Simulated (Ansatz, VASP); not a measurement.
## KZnF3 in VASP and in Ansatz

INCAR

```
SYSTEM = KZnF3
ALGO = Normal
EDIFF = 1E-6
ENCUT = 520
GGA = PE
ISIF = 2
ISMEAR = 0
LASPH = .True.
LCHARG = .True.
LELF = .True.
LREAL = .False.
LVHAR = .True.
LWAVE = .False.
NBANDS = 29
NELM = 100
PREC = Accurate
SIGMA = 0.05
```

File KPOINTS:

```
k-points
0
Gamma
  6 6 6
  0 0 0
```

The input POSCAR:

```
KZnF3
1.0
    3.8475000000      0.0000000000      0.0000000000
    0.0000000000      3.8475000000      0.0000000000
    0.0000000000      0.0000000000      3.9487500000
K Zn F
1 1 3
Direct
    0.0000000000      0.0000000000      0.0000000000
    0.5000000000      0.5000000000      0.5000000000
    0.5000000000      0.5000000000      0.0000000000
    0.0000000000      0.5000000000      0.5000000000
    0.5000000000      0.0000000000      0.5000000000
```

Input for Ansatz:

```yaml
crystal:
  lattice:
    - [3.8475, 0.0, 0.0]
    - [0.0, 3.8475, 0.0]
    - [0.0, 0.0, 3.94875]
  atoms:
    - { symbol: K, position: [0.0, 0.0, 0.0] }
    - { symbol: Zn, position: [0.5, 0.5, 0.5] }
    - { symbol: F, position: [0.5, 0.5, 0.0] }
    - { symbol: F, position: [0.0, 0.5, 0.5] }
    - { symbol: F, position: [0.5, 0.0, 0.5] }
basis:
  ecutwfc: 420
kpoints:
  mp_grid: { grid: [6, 6, 6] }
hamiltonian:
  xc: pbe
scf:
  occupations: { method: gaussian, width: 0.05 }
output:
  forces: true
  stress: true
  eigenvalues: true
```

Change from the starting cell: strain -0.050 along x and y, -0.025 along z, atoms carried along.

Alike in both runs: task single point; functional PBE; k mesh 6 × 6 × 6; occupations gaussian, width 0.05 eV; no spin polarisation.

|  | VASP | Ansatz |
| --- | --- | --- |
| version | VASP 6.6.1 | Ansatz 0.2.0 |
| potentials or method | VASP PAW PBE potentials, release 64 (K_sv, Zn, F), cutoff 520 eV | scalar-relativistic, plane waves, PAW |
| valence electrons in the cell | 42 | 42 |

Ansatz gave:

| Property | Result |
| --- | --- |
| gap on the k mesh at the Fermi level (eV) | 4.12 |
| least direct gap on the mesh (eV) | 6.84 |
| pressure (GPa) | 20.0 |
| traceless stress, the component that is largest in VASP (GPa) | -2.75 |

**Question.** What did VASP give for the same quantities?

**Answer.** gap on the k mesh at the Fermi level (eV): 4.03; least direct gap on the mesh (eV): 6.79; pressure (GPa): 20.9; traceless stress, the component that is largest in VASP (GPa): -2.90.
